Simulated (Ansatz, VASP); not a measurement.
# MoS2: VASP beside Ansatz

```
Mo S
1.0
     3.17793    0.00000    0.00000
    -1.58897    2.75217    0.00000
     0.00000    0.00000    6.52620
Mo S
1 2
Cartesian
  0.0000 0.0000 0.0000
  0.0000 1.8348 1.6207
  0.0000 1.8348 4.9055
```

Alike in both runs: task single point; functional PBE; dispersion D3(BJ); k mesh 12 × 12 × 4; occupations gaussian, width 0.05 eV; no spin polarisation.

|  | VASP | Ansatz |
| --- | --- | --- |
| version | VASP 6.6.1 | Ansatz 0.2.0 |
| potentials or method | VASP PAW PBE potentials, release 64 (Mo_sv, S), cutoff 500 eV | scalar-relativistic, plane waves, PAW |
| valence electrons in the cell | 26 | 26 |

```csv
,VASP,Ansatz,Ansatz less VASP
gap on the k mesh at the Fermi level (eV),1.01,1.00,-0.011
least direct gap on the mesh (eV),1.74,1.74,-0.003
pressure (GPa),-6.6,-6.5,+0.09
"traceless stress, the component that is largest in VASP (GPa)",-2.19,-2.15,+0.036
rms of the force components (eV/Å),0.578,0.574,-0.0045
```

Atom by atom the forces differ by 0.004 eV/Å (rms over components).
